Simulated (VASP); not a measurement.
Write the native input for VASP 6.6.1 that does the following.

* Task: single point
* Functional: r2SCAN
* Dispersion: rVV10
* Potentials or basis: VASP PAW PBE potentials, release 64 (Pd_sv_GW)
* Cutoff: 690 eV
* k mesh: 12 × 12 × 12
* Occupations: fermi-dirac, width 0.05 eV
* Spin: no spin polarisation
* Dipole correction: no
* Further INCAR settings: ALGO = Normal; EDIFF = 1e-06; NBANDS = 15

Crystal: Pd.

```
Pd
1.0
     0.00000    1.94436    1.94436
     1.94436    0.00000    1.94436
     1.94436    1.94436    0.00000
Pd
1
Cartesian
  0.0000 0.0000 0.0000
```

One way to write it, as run:

POSCAR

```
Pd
1.0
    0.0000000000      1.9443638911      1.9443638911
    1.9443638911      0.0000000000      1.9443638911
    1.9443638911      1.9443638911      0.0000000000
Pd
1
Direct
    0.0000000000      0.0000000000      0.0000000000
```

INCAR.step1

```
SYSTEM = Pd
PREC     = Accurate       ! precision mode
ENCUT    = 690            ! plane-wave cutoff, eV
ISMEAR   = -1             ! smearing method
SIGMA    = 0.05           ! smearing width, eV
LREAL    = .FALSE.        ! projectors in reciprocal space
LASPH    = .TRUE.         ! aspherical terms in the spheres
NELM     = 120            ! most SCF steps
NBANDS   = 15             ! bands
GGA      = PE             ! functional
ALGO     = Normal         ! electronic algorithm
EDIFF    = 1E-5           ! SCF threshold, eV
LWAVE    = .TRUE.         ! write WAVECAR
LCHARG   = .FALSE.        ! write CHGCAR
GGA_COMPAT= .FALSE.
```

INCAR.step2

```
SYSTEM = Pd
PREC     = Accurate       ! precision mode
ENCUT    = 690            ! plane-wave cutoff, eV
EDIFF    = 1E-6           ! SCF threshold, eV
ISMEAR   = -1             ! smearing method
SIGMA    = 0.05           ! smearing width, eV
LREAL    = .FALSE.        ! projectors in reciprocal space
LASPH    = .TRUE.         ! aspherical terms in the spheres
NELM     = 120            ! most SCF steps
ALGO     = Normal         ! electronic algorithm
ISIF     = 2              ! what is computed and relaxed
LWAVE    = .FALSE.        ! write WAVECAR
LCHARG   = .TRUE.         ! write CHGCAR
METAGGA  = R2SCAN         ! meta-GGA
LMIXTAU  = .TRUE.       
LUSE_VDW = .TRUE.       
IVDW_NL  = 2            
BPARAM   = 11.95        
CPARAM   = 0.0093       
LELF     = .TRUE.         ! ELF
LVHAR    = .TRUE.       
NBANDS   = 15             ! bands
ISTART   = 1            
GGA_COMPAT= .FALSE.
```

KPOINTS

```
Automatic mesh
0
G
  12 12 12
  0 0 0
```

Potentials or basis: VASP PAW PBE potentials, release 64 (Pd_sv_GW).

Command:

```bash
$ cat potpaw_PBE.64/Pd_sv_GW/POTCAR > POTCAR
$ cp INCAR.step1 INCAR
$ mpirun -np 1 vasp_std > vasp.out
$ cp INCAR.step2 INCAR
$ mpirun -np 1 vasp_std > vasp.out
```

Results of the run:

* Pressure: 0.3 GPa
* Band gap on the k mesh: zero (bands 9 and 10 overlap by 1.69 eV)

Caveat: the PAW data sets were made with another functional, which shifts forces and pressure a little.

Run time: 99 s on 1 thread of AMD EPYC 7R13 Processor (Zen 3) (shared host), peak memory 0.21 GiB.
